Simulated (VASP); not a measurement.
# Mg (P6_3/mmc) in VASP: further runs

The runs below take Mg through single point, with LDA.

Program: VASP 6.6.1. These are calculated values, not measurements. Logs are shortened: lines on timing, memory, paths and dates and some standing lists are left out, and cuts for length are marked.

## (1) The cell of the first run

The structure is hexagonal, space group P6_3/mmc (No. 194). Conventional cell: a = 3.133 Å, b = 3.133 Å, c = 5.085 Å, α = 90.00°, β = 90.00°, γ = 120.00°. Within 4.1 Å of Mg (site symmetry -6m2) lie 12 Mg at 3.12 to 3.13 Å.

## (2) Single point, LDA

The input, INCAR:

```
ALGO = Normal
EDIFF = 1E-6
ENCUT = 520
ISIF = 2
ISMEAR = 0
LASPH = T
LCHARG = F
LREAL = F
LWAVE = F
NBANDS = 9
NELM = 80
PREC = Accurate
SIGMA = 0.01
```

The input, KPOINTS:

```
k-points
0
Gamma
  12 12 6
```

The input, POSCAR:

```
Mg
1.0
    3.1325008903      0.0000000000      0.0000000000
   -1.5662504451      2.7128253484      0.0000000000
    0.0000000000      0.0000000000      5.0848940941
Mg
2
Direct
    0.3333333333      0.6666666667      0.2500000000
    0.6666666667      0.3333333333      0.7500000000
```

Potentials or basis: VASP PAW LDA potentials, release 64 (Mg).

The run is started by

```console
$ cat potpaw_LDA.64/Mg/POTCAR > POTCAR
$ mpirun -np 1 vasp_std > vasp.out
```

OUTCAR:

```text
EDIFF = 1E-6
   ENCUT = 520
   ISIF = 2
   ISMEAR = 0
   LASPH = T
   LREAL = F
   NELM = 80
   PREC = Accurate

 ion  position               nearest neighbor table
   1  0.333  0.667  0.250-   2 3.12   2 3.12   2 3.12   2 3.12   2 3.12   2 3.12
   2  0.667  0.333  0.750-   1 3.12   1 3.12   1 3.12   1 3.12   1 3.12   1 3.12

  LATTYP: Found a hexagonal cell.
 ALAT       =     3.1325008903
 C/A-ratio  =     1.6232698001

  Lattice vectors:

 A1 = (   3.1325008903,   0.0000000000,   0.0000000000)
 A2 = (  -1.5662504451,   2.7128253484,   0.0000000000)
 A3 = (   0.0000000000,   0.0000000000,   5.0848940941)

Analysis of symmetry for initial positions (statically):
=====================================================================
 Subroutine PRICEL returns:
 Original cell was already a primitive cell.

 Routine SETGRP: Setting up the symmetry group for a
 hexagonal supercell.

 Subroutine GETGRP returns: Found 24 space group operations
 (whereof 12 operations were pure point group operations)
 out of a pool of 24 trial point group operations.

The static configuration has the point symmetry D_3d.
 The point group associated with its full space group is D_6h.

Analysis of symmetry for dynamics (positions and initial velocities):
=====================================================================
 Subroutine PRICEL returns:
 Original cell was already a primitive cell.

 Routine SETGRP: Setting up the symmetry group for a
 hexagonal supercell.

 Subroutine GETGRP returns: Found 24 space group operations
 (whereof 12 operations were pure point group operations)
 out of a pool of 24 trial point group operations.

The dynamic configuration has the point symmetry D_3d.
 The point group associated with its full space group is D_6h.

 Subroutine INISYM returns: Found 24 space group operations
 (whereof 12 operations are pure point group operations),
 and found     1 'primitive' translations

----------------------------------------------------------------------------------------

                                     Primitive cell

  volume of cell :      43.2111

  direct lattice vectors                    reciprocal lattice vectors
     3.132500890  0.000000000  0.000000000     0.319233748  0.184309690  0.000000000
    -1.566250445  2.712825348  0.000000000     0.000000000  0.368619381  0.000000000
     0.000000000  0.000000000  5.084894094     0.000000000  0.000000000  0.196660930

  length of vectors
     3.132500890  3.132500890  5.084894094     0.368619381  0.368619381  0.196660930

  position of ions in fractional coordinates (direct lattice)
     0.333333333  0.666666667  0.250000000
     0.666666667  0.333333333  0.750000000

  ion indices of the primitive-cell ions
   primitive index   ion index
                 1           1
                 2           2

----------------------------------------------------------------------------------------

 KPOINTS: k-points

Automatic generation of k-mesh.
 Grid dimensions read from file:
 generate k-points for:   12   12    6

 Generating k-lattice:

  Cartesian coordinates                     Fractional coordinates (reciprocal lattice)
     0.026602812  0.015359141  0.000000000     0.083333333  0.000000000  0.000000000
     0.000000000  0.030718282  0.000000000     0.000000000  0.083333333  0.000000000
     0.000000000  0.000000000  0.032776822     0.000000000  0.000000000  0.166666667

  Length of vectors
     0.030718282  0.030718282  0.032776822

  Shift w.r.t. Gamma in fractional coordinates (k-lattice)
     0.000000000  0.000000000  0.000000000

 Subroutine IBZKPT returns following result:
 ===========================================

 Found     76 irreducible k-points:

 Following reciprocal coordinates:
            Coordinates               Weight
  0.000000  0.000000  0.000000      1.000000
  0.083333 -0.000000  0.000000      6.000000
  0.166667 -0.000000  0.000000      6.000000
  0.250000 -0.000000  0.000000      6.000000
  0.333333  0.000000  0.000000      6.000000
  0.416667  0.000000  0.000000      6.000000
[... 16 lines left out ...]
  0.250000 -0.000000  0.166667     12.000000
  0.333333  0.000000  0.166667     12.000000
 [... further k-points ...]
   k-points           NKPTS =     76   k-points in BZ     NKDIM =     76   number of bands    NBANDS=      9
   number of dos      NEDOS =    301   number of ions     NIONS =      2
   total plane-waves  NPLWV =  23040
   dimension x,y,z NGX =    24 NGY =   24 NGZ =   40
   dimension x,y,z NGXF=    48 NGYF=   48 NGZF=   80
   ions per type =               2
   NGX,Y,Z   is equivalent  to a cutoff of  12.74, 12.74, 13.08 a.u.
   NGXF,Y,Z  is equivalent  to a cutoff of  25.47, 25.47, 26.16 a.u.
 SYSTEM =  unknown system
   PREC   = accura    normal or accurate (medium, high low for compatibility)
   ISTART =      0    job   : 0-new  1-cont  2-samecut
   ICHARG =      2    charge: 1-file 2-atom 10-const
   ISPIN  =      1    spin polarized calculation?
   LNONCOLLINEAR =      F non collinear calculations
   LSORBIT =      F    spin-orbit coupling
   LASPH  =      T    aspherical Exc in radial PAW
   ENCUT  =  520.0 eV  38.22 Ry    6.18 a.u.   5.82  5.82  9.45*2*pi/ulx,y,z
   NELM   =     80;   NELMIN=  2; NELMDL= -5     # of ELM steps
   EDIFF  = 0.1E-05   stopping-criterion for ELM
   LREAL  =      F    real-space projection
   EDIFFG = 0.1E-04   stopping-criterion for IOM
   NSW    =      0    number of steps for IOM
   IBRION =     -1    ionic relax: 0-MD 1-quasi-New 2-CG
   NFREE  =      0    steps in history (QN), initial steepest desc. (CG)
   ISIF   =      2    stress and relaxation
   ISYM   =      2    0-nonsym 1-usesym 2-fastsym
   POTIM  = 0.5000    time-step for ionic-motion
   TEBEG  =    0.0;   TEEND  =   0.0 temperature during run
   PSTRESS=    0.0 pullay stress
   NELECT =       4.0000    total number of electrons
   NUPDOWN=      -1.0000    fix difference up-down
   EMIN   =  10.00;   EMAX   =-10.00  energy-range for DOS
   EFERMI =   0.00;   METHOD = LEGACY
   ISMEAR =     0;   SIGMA  =   0.01  broadening in eV -4-tet -1-fermi 0-gaus
   EFERMI_NEDOS =   21; number of points for ismear=-14 and -15
   IALGO  =     38    algorithm
   IMIX   =      4    mixing-type and parameters
     AMIX     =   0.40;   BMIX     =  1.00
     AMIX_MAG =   1.60;   BMIX_MAG =  1.00
  volume/ion in A,a.u.               =      21.61       145.80
  Fermi-wavevector in a.u.,A,eV,Ry     =   0.740565  1.399465  7.461932  0.548437
  Thomas-Fermi vector in A             =   1.834998
   LORBIT       =      0    0 simple, 1 ext, 2 COOP (PROOUT), +10 PAW based schemes
   GGA     = CA    functional components
   LHFCALC =     F    Hartree Fock is set to
   AEXX    =    0.0000 exact exchange contribution
   IVDW    =     0    specifies the selected vdW correction
   LEPSILON=     F    determine dielectric tensor
   LRPA    =     F    only Hartree local field effects (RPA)
 non-spin polarized calculation
 Gauss-broadening in eV      SIGMA  =   0.01
  energy-cutoff  :      520.00
  volume of cell :       43.21
 maximum number of plane-waves:      1182
 NGX is ok and might be reduce to    24
   NGX = 11   NGY = 11   NGZ = 19

 number of electron       4.0000000 magnetization

 Free energy of the ion-electron system (eV)
  ---------------------------------------------------
  ext. energy  EPLUGINS =         0.00000000
  ---------------------------------------------------
  free energy    TOTEN  =        -3.62124981 eV

  energy without entropy =       -3.62117201  energy(sigma->0) =       -3.62121091

 E-fermi :   2.6917     XC(G=0):  -8.8771

 val. band max:        2.6867978408   @ k =   0.3333   0.3333   0.3333
 cond. band min:       2.7172681470   @ k =   0.2500   0.0833   0.0000
 fundamental gap:      0.0304703061
 Fermi energy:         2.6917261233

 k-point     1 :       0.0000    0.0000    0.0000
  band No.  band energies     occupation
      1      -4.3923      2.00000
      2       1.0410      2.00000
      3       1.5209      2.00000
      4      14.0385      0.00000
      5      14.0385      0.00000
      6      14.2073      0.00000
      7      14.2073      0.00000
      8      14.9612      0.00000
      9      16.7339      0.00000

 k-point     2 :       0.0833   -0.0000    0.0000
  band No.  band energies     occupation
      1      -4.2501      2.00000
      2       1.1697      2.00000
      3       1.6587      2.00000
      4      11.7311      0.00000
      5      12.8366      0.00000
      6      13.6726      0.00000
      7      15.5931      0.00000
      8      15.8418      0.00000
      9      16.5341      0.00000

 k-point     3 :       0.1667   -0.0000    0.0000
  band No.  band energies     occupation
      1      -3.8250      2.00000
      2       1.5561      2.00000
      3       2.0664      2.00000
      4       9.1347      0.00000
      5      11.7840      0.00000
      6      12.4046      0.00000
      7      13.9882      0.00000
      8      14.9723      0.00000
      9      16.5350      0.00000

 k-point     4 :       0.2500   -0.0000    0.0000
  band No.  band energies     occupation
      1      -3.1211      2.00000
      2       2.2008      2.00000
      3       2.7176      0.00025
      4       6.7310      0.00000
      5      10.9663      0.00000
      6      11.0394      0.00000
      7      11.5602      0.00000
      8      13.3952      0.00000
      9      15.5275      0.00000

 k-point     5 :       0.3333    0.0000    0.0000
  band No.  band energies     occupation
      1      -2.1449      2.00000
      2       3.1049      0.00000
      3       3.3911      0.00000
      4       4.7745      0.00000
      5       9.3572      0.00000
      6       9.5280      0.00000
      7      10.3837      0.00000
      8      12.2469      0.00000
      9      14.8571      0.00000

 k-point     6 :       0.4167    0.0000    0.0000
  band No.  band energies     occupation
      1      -0.9060      2.00000
      2       2.2640      2.00000
      3       4.2674      0.00000
      4       5.0794      0.00000
      5       7.4088      0.00000
      6       7.9424      0.00000
      7      10.0348      0.00000
      8      11.6123      0.00000
      9      14.4511      0.00000
[... 169 lines left out ...]
 k-point    21 :       0.0833   -0.0000    0.1667
  band No.  band energies     occupation
      1      -4.0885      2.00000
      2      -0.2984      2.00000
      3       3.4023      0.00000
      4      11.8350      0.00000
      5      12.9660      0.00000
      6      13.4169      0.00000
      7      14.0890      0.00000
      8      15.5008      0.00000
      9      15.7929      0.00000

 k-point    22 :       0.1667   -0.0000    0.1667
  band No.  band energies     occupation
      1      -3.6642      2.00000
      2       0.1067      2.00000
      3       3.7862      0.00000
      4       9.2726      0.00000
      5      11.9165      0.00000
      6      12.1338      0.00000
      7      13.1325      0.00000
      8      14.7164      0.00000
      9      15.0977      0.00000

 k-point    23 :       0.2500   -0.0000    0.1667
  band No.  band energies     occupation
      1      -2.9615      2.00000
      2       0.7760      2.00000
      3       4.3873      0.00000
      4       6.8983      0.00000
      5      10.0761      0.00000
      6      11.0993      0.00000
      7      11.9779      0.00000
      8      14.1093      0.00000
      9      14.3103      0.00000

 k-point    24 :       0.3333    0.0000    0.1667
  band No.  band energies     occupation
      1      -1.9870      2.00000
      2       1.6918      2.00000
      3       4.3619      0.00000
      4       5.6207      0.00000
      5       8.0115      0.00000
      6      10.5166      0.00000
      7      10.7796      0.00000
      8      12.6913      0.00000
      9      13.7171      0.00000

 [... further k-points ...]
[... 5 lines left out ...]
  --------------------------------------------------------------------------------------
  -------------------------------------------------------------------------------------
  Total        0.0639830      0.0639830     -0.3908830      0.0000000      0.0000000      0.0000000
  in kB        2.3723591      2.3723591    -14.4931362      0.0000000      0.0000000      0.0000000
  external PRESSURE =      -3.2494726 kB  Pullay stress =       0.0000000 kB

 VOLUME and BASIS-vectors are now :
 -----------------------------------------------------------------------------
  energy-cutoff  :      520.00
  volume of cell :       43.21
      direct lattice vectors                 reciprocal lattice vectors
     3.132500890  0.000000000  0.000000000     0.319233748  0.184309690  0.000000000
    -1.566250445  2.712825348  0.000000000     0.000000000  0.368619381  0.000000000
     0.000000000  0.000000000  5.084894094     0.000000000  0.000000000  0.196660930

 POSITION                                       TOTAL-FORCE (eV/Angst)
 -----------------------------------------------------------------------------------
     -0.00000      1.80855      1.27122         0.000000     -0.000000      0.000000
      1.56625      0.90428      3.81367        -0.000000      0.000000      0.000000
 -----------------------------------------------------------------------------------
    total drift:                               -0.000000      0.000000     -0.000000

  FREE ENERGIE OF THE ION-ELECTRON SYSTEM (eV)
  ---------------------------------------------------
  free  energy   TOTEN  =        -3.6212498116 eV

  energy  without entropy=       -3.6211720121  energy(sigma->0) =       -3.62121091
```

Run time: 23 s. Hardware: 1 thread of Intel Xeon 8259CL, shared host; peak memory 0.15 GiB.

What came out:

| Quantity | Value |
| --- | --- |
| Free energy | -3.6212 eV |
| Pressure | -0.3 GPa |
| Band gap on the k mesh | zero (band 2 reaches 3.81 eV, above the bottom of band 3 at 1.52 eV) |

## (3) Single point, LDA

The input, INCAR:

```
PREC = Accurate
ENCUT = 520
EDIFF = 1E-6
ISMEAR = 0
SIGMA = 0.03
LREAL = F
LASPH = T
NELM = 80
ALGO = Normal
ISIF = 2
LWAVE = F
LCHARG = T
GGA = CA
LELF = T
LVHAR = T
NBANDS = 9
```

The input, KPOINTS:

```
Automatic mesh
0
Gamma
  12 12 6
```

POSCAR is that of step 2.

Potentials or basis: VASP PAW LDA potentials, release 64 (Mg).

The run is started by

```console
$ cat potpaw_LDA.64/Mg/POTCAR > POTCAR
$ mpirun -np 1 vasp_std > vasp.out
```

Run time: 23 s. Hardware: 1 thread of Intel Xeon 8259CL, shared host; peak memory 0.15 GiB.

It converged, with:

- Free energy: -3.6216 eV
- Pressure: -0.3 GPa
- Band gap on the k mesh: zero (band 2 reaches 3.81 eV, above the bottom of band 3 at 1.52 eV)

Stress tensor (GPa, compression positive):
```
 0.12  0.00  0.00
 0.00  0.12  0.00
 0.00  0.00 -1.20
```

Levels at points of the mesh, in eV from the Fermi level:
```tsv
k point	band 1	band 2	band 3	band 4	band 5	band 6	band 7
(0.00, 0.00, 0.00)	-7.09	-1.66	-1.18	11.34	11.34	11.51	11.51
(0.50, 0.00, 0.00)	-2.13	-2.11	2.84	3.18	3.50	3.92	7.22
(0.00, 0.00, 0.50)	-5.65	-5.65	5.29	5.29	12.09	12.09	12.09
(0.50, 0.00, 0.50)	-1.05	-1.05	-0.36	-0.36	8.34	8.34	8.42
```

## (4) Single point, LDA

The input, INCAR:

```
PREC = Accurate ; ENCUT = 520
EDIFF = 1E-6 ; ISMEAR = 0
SIGMA = 0.1 ; LREAL = F
LASPH = T ; NELM = 100
ALGO = Normal ; ISIF = 2
LWAVE = F ; LCHARG = T
LELF = T ; LVHAR = T
NBANDS = 9
```

The input, KPOINTS:

```
regular mesh
0
Gamma
  12 12 6
```

POSCAR is that of step 3.

The run is started by

```console
$ cat potpaw_LDA.64/Mg/POTCAR > POTCAR
$ mpirun -np 1 vasp_std > vasp.out
```

Wall time 24 s (1 thread of Intel Xeon 8259CL, shared host); peak memory 0.15 GiB.

The run converged. Its results:

- Free energy: -3.6253 eV
- Pressure: -0.3 GPa
- Band gap on the k mesh: zero (band 2 reaches 3.81 eV, above the bottom of band 3 at 1.52 eV)

Stress tensor (GPa, compression positive):
```
-0.06  0.00  0.00
 0.00 -0.06  0.00
 0.00  0.00 -0.80
```

Levels at points of the mesh, in eV from the Fermi level:
| k point | band 1 | band 2 | band 3 | band 4 | band 5 | band 6 | band 7 |
| --- | --- | --- | --- | --- | --- | --- | --- |
| (0.00, 0.00, 0.00) | -7.11 | -1.68 | -1.20 | 11.32 | 11.32 | 11.49 | 11.49 |
| (0.50, 0.00, 0.00) | -2.15 | -2.13 | 2.81 | 3.16 | 3.48 | 3.89 | 7.20 |
| (0.00, 0.00, 0.50) | -5.67 | -5.67 | 5.27 | 5.27 | 12.07 | 12.07 | 12.07 |
| (0.50, 0.00, 0.50) | -1.07 | -1.07 | -0.38 | -0.38 | 8.32 | 8.32 | 8.39 |

## (5) Single point, LDA

The input, INCAR:

```
SYSTEM = Mg
ALGO     = Normal         ! electronic algorithm
EDIFF    = 1E-7           ! SCF threshold, eV
ENCUT    = 520            ! plane-wave cutoff, eV
GGA      = CA             ! functional
ISIF     = 2              ! what is computed and relaxed
ISMEAR   = 0              ! smearing method
LASPH    = .True.         ! aspherical terms in the spheres
LCHARG   = .False.        ! write CHGCAR
LREAL    = .False.        ! projectors in reciprocal space
LWAVE    = .False.        ! write WAVECAR
NBANDS   = 9              ! bands
NELM     = 80             ! most SCF steps
PREC     = Accurate       ! precision mode
SIGMA    = 0.2            ! smearing width, eV
```

The input, KPOINTS:

```
k-points
0
Gamma
  12 12 6
  0 0 0
```

POSCAR is that of step 4.

The run is started by

```console
$ cat potpaw_LDA.64/Mg/POTCAR > POTCAR
$ mpirun -np 1 vasp_std > vasp.out
```

Wall time 22 s (1 thread of Intel Xeon 8259CL, shared host); peak memory 0.16 GiB.

It converged, with:

| Item | Value |
| --- | --- |
| Free energy | -3.6324 eV |
| Pressure | -0.3 GPa |
| Band gap on the k mesh | zero (band 2 reaches 3.81 eV, above the bottom of band 3 at 1.52 eV) |

Stress tensor (GPa, compression positive):
```
-0.09  0.00  0.00
 0.00 -0.09  0.00
 0.00  0.00 -0.72
```

Levels at points of the mesh, in eV from the Fermi level:
```csv
k point,band 1,band 2,band 3,band 4,band 5,band 6
"(0.00, 0.00, 0.00)",-7.15,-1.71,-1.23,11.28,11.28,11.45
"(0.50, 0.00, 0.00)",-2.19,-2.16,2.78,3.12,3.45,3.86
"(0.00, 0.00, 0.50)",-5.70,-5.70,5.24,5.24,12.04,12.04
"(0.50, 0.00, 0.50)",-1.11,-1.11,-0.41,-0.41,8.28,8.28
```

## (6) Summary

| smearing | gap on the mesh (eV) | pressure (GPa) |
| --- | --- | --- |
| gaussian 0.01 eV | none | -0.3 |
| gaussian 0.03 eV | none | -0.3 |
| gaussian 0.1 eV | none | -0.3 |
| gaussian 0.2 eV | none | -0.3 |

Alike in all rows: task single point; level LDA; potentials or basis VASP PAW LDA potentials, release 64 (Mg); no spin polarisation; cell as given; k mesh 12 × 12 × 6; cutoff (eV) 520.

Every run on the cell as given and a fine mesh finds a metal.

Total energies depend on the potentials used, so only differences within one code and one set of settings carry meaning.
